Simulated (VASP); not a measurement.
BiTe:

```
Bi Te
1.0
     2.45459    1.41716    3.36095
    -2.45459    1.41716    3.36095
     0.00000   -2.83432    3.36095
Bi Te
1 1
Direct
  0.50000 0.50000 0.50000
  0.00000 0.00000 0.00000
```

Base run:

```yaml
Program: VASP 6.6.1
Functional: PBE
Potentials_or_basis: VASP PAW PBE potentials, release 64 (Bi_d, Te)
Cutoff: 520 eV
k_mesh: 7 × 7 × 7
Occupations: fermi-dirac, width 0.05 eV
Spin: no spin polarisation
```

Its results: pressure -1.7 GPa.

Question: The run is repeated on the same cell with these changes: functional from PBE to r2SCAN. What comes out?

Answer: Pressure -2.4 GPa.

Caveats: the PAW data sets were made with another functional, which shifts forces and pressure a little (some runs).
